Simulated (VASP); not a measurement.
# KBr (Pm-3m) in VASP: single point with LDA

Aim: the single point of KBr with LDA.

Program: VASP 6.6.1. These are calculated values, not measurements. Logs are shortened: lines on timing, memory, paths and dates and some standing lists are left out, and cuts for length are marked.

### Step 1. The cell of the first run

It takes space group Pm-3m (No. 221, cubic). The conventional cell has a = 4.123 Å, b = 4.123 Å, c = 4.123 Å, α = 90.00°, β = 90.00°, γ = 90.00°. Within 4.7 Å of K (site symmetry m-3m) lie 8 Br at 3.57 Å and 6 K at 4.12 Å. Br (site symmetry m-3m) has 8 K at 3.57 Å and 6 Br at 4.12 Å within 4.7 Å.

### Step 2. Single point, LDA (volume scaled by 1.06)

Contents of INCAR:

```
PREC = Accurate
ENCUT = 520
EDIFF = 1E-7
ISMEAR = -1
SIGMA = 0.01
LREAL = False
LASPH = True
NELM = 80
ALGO = Normal
ISIF = 2
LWAVE = False
LCHARG = False
GGA = CA
NBANDS = 15
```

Contents of KPOINTS:

```
regular mesh
0
Gamma
  6 6 6
```

Contents of POSCAR:

```
KBr
1.0
    4.1228034278      0.0000000000      0.0000000000
    0.0000000000      4.1228034278      0.0000000000
    0.0000000000      0.0000000000      4.1228034278
K Br
1 1
Direct
    0.0000000000      0.0000000000      0.0000000000
    0.5000000000      0.5000000000      0.5000000000
```

Potentials or basis: VASP PAW LDA potentials, release 64 (K_sv, Br).

On the command line:

```sh
$ cat potpaw_LDA.64/K_sv/POTCAR potpaw_LDA.64/Br/POTCAR > POTCAR
$ mpirun -np 1 vasp_std > vasp.out
```

OUTCAR:

```text
PREC = Accurate
   ENCUT = 520
   EDIFF = 1E-7
   ISMEAR = -1
   LREAL = False
   LASPH = True
   NELM = 80
   ISIF = 2
   GGA = CA

 ion  position               nearest neighbor table
   1  0.000  0.000  0.000-
   2  0.500  0.500  0.500-

  LATTYP: Found a simple cubic cell.
 ALAT       =     4.1228034278

  Lattice vectors:

 A1 = (   4.1228034278,   0.0000000000,   0.0000000000)
 A2 = (   0.0000000000,   4.1228034278,   0.0000000000)
 A3 = (   0.0000000000,   0.0000000000,   4.1228034278)

Analysis of symmetry for initial positions (statically):
=====================================================================
 Subroutine PRICEL returns:
 Original cell was already a primitive cell.

 Routine SETGRP: Setting up the symmetry group for a
 simple cubic supercell.

 Subroutine GETGRP returns: Found 48 space group operations
 (whereof 48 operations were pure point group operations)
 out of a pool of 48 trial point group operations.

The static configuration has the point symmetry O_h .

Analysis of symmetry for dynamics (positions and initial velocities):
=====================================================================
 Subroutine PRICEL returns:
 Original cell was already a primitive cell.

 Routine SETGRP: Setting up the symmetry group for a
 simple cubic supercell.

 Subroutine GETGRP returns: Found 48 space group operations
 (whereof 48 operations were pure point group operations)
 out of a pool of 48 trial point group operations.

The dynamic configuration has the point symmetry O_h .

 Subroutine INISYM returns: Found 48 space group operations
 (whereof 48 operations are pure point group operations),
 and found     1 'primitive' translations

----------------------------------------------------------------------------------------

                                     Primitive cell

  volume of cell :      70.0774

  direct lattice vectors                    reciprocal lattice vectors
     4.122803428  0.000000000  0.000000000     0.242553403  0.000000000  0.000000000
     0.000000000  4.122803428  0.000000000     0.000000000  0.242553403  0.000000000
     0.000000000  0.000000000  4.122803428     0.000000000  0.000000000  0.242553403

  length of vectors
     4.122803428  4.122803428  4.122803428     0.242553403  0.242553403  0.242553403

  position of ions in fractional coordinates (direct lattice)
     0.000000000  0.000000000  0.000000000
     0.500000000  0.500000000  0.500000000

  ion indices of the primitive-cell ions
   primitive index   ion index
                 1           1
                 2           2

----------------------------------------------------------------------------------------

 KPOINTS: regular mesh

Automatic generation of k-mesh.
 Grid dimensions read from file:
 generate k-points for:    6    6    6

 Generating k-lattice:

  Cartesian coordinates                     Fractional coordinates (reciprocal lattice)
     0.040425567  0.000000000  0.000000000     0.166666667  0.000000000  0.000000000
     0.000000000  0.040425567  0.000000000     0.000000000  0.166666667  0.000000000
     0.000000000  0.000000000  0.040425567     0.000000000  0.000000000  0.166666667

  Length of vectors
     0.040425567  0.040425567  0.040425567

  Shift w.r.t. Gamma in fractional coordinates (k-lattice)
     0.000000000  0.000000000  0.000000000

 Subroutine IBZKPT returns following result:
 ===========================================

 Found     20 irreducible k-points:

 Following reciprocal coordinates:
            Coordinates               Weight
  0.000000  0.000000  0.000000      1.000000
  0.166667  0.000000  0.000000      6.000000
  0.333333  0.000000  0.000000      6.000000
  0.500000  0.000000  0.000000      3.000000
  0.166667  0.166667  0.000000     12.000000
  0.333333  0.166667  0.000000     24.000000
[... 12 lines left out ...]
  0.500000  0.500000  0.333333      6.000000
  0.500000  0.500000  0.500000      1.000000
   k-points           NKPTS =     20   k-points in BZ     NKDIM =     20   number of bands    NBANDS=     15
   number of dos      NEDOS =    301   number of ions     NIONS =      2
   total plane-waves  NPLWV =  32768
   dimension x,y,z NGX =    32 NGY =   32 NGZ =   32
   dimension x,y,z NGXF=    64 NGYF=   64 NGZF=   64
   ions per type =               1   1
   NGX,Y,Z   is equivalent  to a cutoff of  12.90, 12.90, 12.90 a.u.
   NGXF,Y,Z  is equivalent  to a cutoff of  25.81, 25.81, 25.81 a.u.
 SYSTEM =  unknown system
   PREC   = accura    normal or accurate (medium, high low for compatibility)
   ISTART =      0    job   : 0-new  1-cont  2-samecut
   ICHARG =      2    charge: 1-file 2-atom 10-const
   ISPIN  =      1    spin polarized calculation?
   LNONCOLLINEAR =      F non collinear calculations
   LSORBIT =      F    spin-orbit coupling
   LASPH  =      T    aspherical Exc in radial PAW
   ENCUT  =  520.0 eV  38.22 Ry    6.18 a.u.   7.67  7.67  7.67*2*pi/ulx,y,z
   NELM   =     80;   NELMIN=  2; NELMDL= -5     # of ELM steps
   EDIFF  = 0.1E-06   stopping-criterion for ELM
   LREAL  =      F    real-space projection
   EDIFFG = 0.1E-05   stopping-criterion for IOM
   NSW    =      0    number of steps for IOM
   IBRION =     -1    ionic relax: 0-MD 1-quasi-New 2-CG
   NFREE  =      0    steps in history (QN), initial steepest desc. (CG)
   ISIF   =      2    stress and relaxation
   ISYM   =      2    0-nonsym 1-usesym 2-fastsym
   POTIM  = 0.5000    time-step for ionic-motion
   TEBEG  =    0.0;   TEEND  =   0.0 temperature during run
   PSTRESS=    0.0 pullay stress
   NELECT =      16.0000    total number of electrons
   NUPDOWN=      -1.0000    fix difference up-down
   EMIN   =  10.00;   EMAX   =-10.00  energy-range for DOS
   EFERMI =   0.00;   METHOD = LEGACY
   ISMEAR =    -1;   SIGMA  =   0.01  broadening in eV -4-tet -1-fermi 0-gaus
   EFERMI_NEDOS =   21; number of points for ismear=-14 and -15
   IALGO  =     38    algorithm
   IMIX   =      4    mixing-type and parameters
     AMIX     =   0.40;   BMIX     =  1.00
     AMIX_MAG =   1.60;   BMIX_MAG =  1.00
  volume/ion in A,a.u.               =      35.04       236.45
  Fermi-wavevector in a.u.,A,eV,Ry     =   1.000589  1.890838 13.621846  1.001177
  Thomas-Fermi vector in A             =   2.132955
   LORBIT       =      0    0 simple, 1 ext, 2 COOP (PROOUT), +10 PAW based schemes
   GGA     = CA    functional components
   LHFCALC =     F    Hartree Fock is set to
   AEXX    =    0.0000 exact exchange contribution
   IVDW    =     0    specifies the selected vdW correction
   LEPSILON=     F    determine dielectric tensor
   LRPA    =     F    only Hartree local field effects (RPA)
 non-spin polarized calculation
  energy-cutoff  :      520.00
  volume of cell :       70.08
 maximum number of plane-waves:      1924
 NGX is ok and might be reduce to    32
   NGX = 15   NGY = 15   NGZ = 15

 number of electron      16.0000005 magnetization

 Free energy of the ion-electron system (eV)
  ---------------------------------------------------
  ext. energy  EPLUGINS =         0.00000000
  ---------------------------------------------------
  free energy    TOTEN  =        -6.61414493 eV

  energy without entropy =       -6.61414493  energy(sigma->0) =       -6.61414493

 E-fermi :  -0.9262     XC(G=0):  -8.0772

 val. band max:       -1.2058028106   @ k =   0.5000   0.5000   0.0000
 cond. band min:       2.1174097744   @ k =   0.0000   0.0000   0.0000
 fundamental gap:      3.3232125851
 Fermi energy:        -0.9262442877

 k-point     1 :       0.0000    0.0000    0.0000
  band No.  band energies     occupation
      1     -29.5665      2.00000
      2     -13.9059      2.00000
      3     -13.2271      2.00000
      4     -13.2271      2.00000
      5     -13.2271      2.00000
      6      -1.4555      2.00000
      7      -1.4555      2.00000
      8      -1.4555      2.00000
      9       2.1174      0.00000
     10       4.4381      0.00000
     11       4.4381      0.00000
     12       8.1739      0.00000
     13       8.1739      0.00000
     14       8.1739      0.00000
     15      10.8027      0.00000

 k-point     2 :       0.1667    0.0000    0.0000
  band No.  band energies     occupation
      1     -29.5644      2.00000
      2     -13.9427      2.00000
      3     -13.2230      2.00000
      4     -13.2230      2.00000
      5     -13.1877      2.00000
      6      -1.9777      2.00000
      7      -1.4469      2.00000
      8      -1.4469      2.00000
      9       2.7292      0.00000
     10       4.6394      0.00000
     11       4.9351      0.00000
     12       8.0813      0.00000
     13       8.0813      0.00000
     14       8.2802      0.00000
     15       9.8556      0.00000

 k-point     3 :       0.3333    0.0000    0.0000
  band No.  band energies     occupation
      1     -29.5602      2.00000
      2     -14.0123      2.00000
      3     -13.2147      2.00000
      4     -13.2147      2.00000
      5     -13.1104      2.00000
      6      -2.7455      2.00000
      7      -1.4300      2.00000
      8      -1.4300      2.00000
      9       3.8954      0.00000
     10       5.1944      0.00000
     11       5.7950      0.00000
     12       8.0174      0.00000
     13       8.0174      0.00000
     14       8.3339      0.00000
     15       8.5231      0.00000
[... 271 lines left out ...]
 k-point    19 :       0.5000    0.5000    0.3333
  band No.  band energies     occupation
      1     -29.5444      2.00000
      2     -13.6196      2.00000
      3     -13.3318      2.00000
      4     -13.3318      2.00000
      5     -13.2936      2.00000
      6      -2.5240      2.00000
      7      -2.5240      2.00000
      8      -2.2511      2.00000
      9       5.0410      0.00000
     10       5.9418      0.00000
     11       5.9418      0.00000
     12       7.0816      0.00000
     13       7.8940      0.00000
     14       7.8940      0.00000
     15       9.5422      0.00000

 k-point    20 :       0.5000    0.5000    0.5000
  band No.  band energies     occupation
      1     -29.5424      2.00000
      2     -13.5931      2.00000
      3     -13.3250      2.00000
      4     -13.3250      2.00000
      5     -13.3250      2.00000
      6      -2.5266      2.00000
      7      -2.5266      2.00000
      8      -2.5266      2.00000
      9       5.7734      0.00000
     10       5.7734      0.00000
     11       5.7734      0.00000
     12       7.7479      0.00000
     13       7.7479      0.00000
     14       7.7479      0.00000
     15       9.6703      0.00000

------------------------ aborting loop because EDIFF is reached ----------------------------------------

  FORCE on cell =-STRESS in cart. coord.  units (eV):
  Direction    XX          YY          ZZ          XY          YZ          ZX
  --------------------------------------------------------------------------------------
  -------------------------------------------------------------------------------------
  Total       -1.3450065     -1.3450065     -1.3450065      0.0000000     -0.0000000      0.0000000
  in kB      -30.7508460    -30.7508460    -30.7508460      0.0000000     -0.0000000      0.0000000
  external PRESSURE =     -30.7508460 kB  Pullay stress =       0.0000000 kB

 VOLUME and BASIS-vectors are now :
 -----------------------------------------------------------------------------
  energy-cutoff  :      520.00
  volume of cell :       70.08
      direct lattice vectors                 reciprocal lattice vectors
     4.122803428  0.000000000  0.000000000     0.242553403  0.000000000  0.000000000
     0.000000000  4.122803428  0.000000000     0.000000000  0.242553403  0.000000000
     0.000000000  0.000000000  4.122803428     0.000000000  0.000000000  0.242553403

 POSITION                                       TOTAL-FORCE (eV/Angst)
 -----------------------------------------------------------------------------------
      0.00000      0.00000      0.00000         0.000000      0.000000      0.000000
      2.06140      2.06140      2.06140         0.000000      0.000000      0.000000
 -----------------------------------------------------------------------------------
    total drift:                                0.000000      0.000000     -0.000000

  FREE ENERGIE OF THE ION-ELECTRON SYSTEM (eV)
  ---------------------------------------------------
  free  energy   TOTEN  =        -6.6141449256 eV

  energy  without entropy=       -6.6141449256  energy(sigma->0) =       -6.61414493
```

Wall time 12 s (1 thread of Intel Xeon Platinum 8375C at 2.90GHz (Ice Lake), shared host); peak memory 0.16 GiB.

Results:

```yaml
Free_energy: -6.6141 eV
Pressure: -3.1 GPa
Band_gap_on_the_k_mesh: 3.32 eV, indirect (least direct gap 3.57 eV)
```

 A k mesh can miss the band edges.
